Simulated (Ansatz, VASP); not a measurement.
One calculation of PtSe2, two programs

File INCAR:

```
PREC = Accurate
ENCUT = 520
EDIFF = 1E-6
ISMEAR = -1
SIGMA = 0.02
LREAL = F
LASPH = T
NELM = 100
ALGO = Normal
ISIF = 2
LWAVE = F
LCHARG = F
GGA = PE
NBANDS = 18
```

KPOINTS

```
Automatic mesh
0
Gamma
  12 12 6
```

POSCAR

```
PtSe2
1.0
    3.7286503665      0.0000000000      0.0000000000
   -1.8643251832      3.2291059392      0.0000000000
    0.0000000000      0.0000000000      5.2771565994
Pt Se
1 2
Direct
    0.0000000000      0.0000000000      0.0000000000
    0.3333333333      0.6666666667      0.2462188979
    0.6666666667      0.3333333333      0.7537811021
```

Input for Ansatz:

```yaml
crystal:
  lattice:
    - [3.7286503665, 0.0, 0.0]
    - [-1.8643251832, 3.2291059392, 0.0]
    - [0.0, 0.0, 5.2771565994]
  atoms:
    - { symbol: Pt, position: [0.0, 0.0, 0.0] }
    - { symbol: Se, position: [0.3333333333, 0.6666666667, 0.2462188979] }
    - { symbol: Se, position: [0.6666666667, 0.3333333333, 0.7537811021] }
kpoints:
  mp_grid: { grid: [12, 12, 6] }
  band_path:
    path:
      - [0.0, 0.0, 0.0]
      - [0.5, 0.0, 0.0]
      - [0.3333333333, 0.3333333333, 0.0]
      - [0.0, 0.0, 0.5]
      - [0.5, 0.0, 0.5]
      - [0.3333333333, 0.3333333333, 0.5]
      - [0.0, 0.25, 0.3333333333]
      - [0.0, 0.283854, 0.294271]
    npoints: 1
hamiltonian:
  xc: pbe
scf:
  occupations: { method: fermi_dirac, width: 0.02 }
  n_extra_bands: 4
output:
  forces: true
  stress: true
  eigenvalues: true
```

Alike in both runs: task single point; functional PBE; k mesh 12 × 12 × 6; occupations fermi-dirac, width 0.02 eV; no spin polarisation.

|  | VASP | Ansatz |
| --- | --- | --- |
| version | VASP 6.6.1 | Ansatz 0.2.0 |
| potentials or method | VASP PAW PBE potentials, release 64 (Pt, Se) | plane waves, PAW |
| plane-wave cutoff (eV) | 520 | 420 |
| valence electrons in the cell | 22 | 50 |

Ansatz gave:

```
pressure (GPa)                                                : 3.8
traceless stress, the component that is largest in VASP (GPa) : -1.15
rms of the force components (eV/Å)                            : 0.080
```

Q: Estimate VASP's values.

A: Pressure (GPa): 3.8; traceless stress, the component that is largest in VASP (GPa): -1.16; rms of the force components (eV/Å): 0.081.

Atom by atom the forces differ by 0.002 eV/Å (rms over components). With one functional, cell and mesh, what is left measures potentials, basis and numerics. VASP's potentials hold 22 valence electrons a cell and Ansatz's 50, so a difference there can come from the potentials and not from the codes.

Spin-orbit coupling is off throughout.
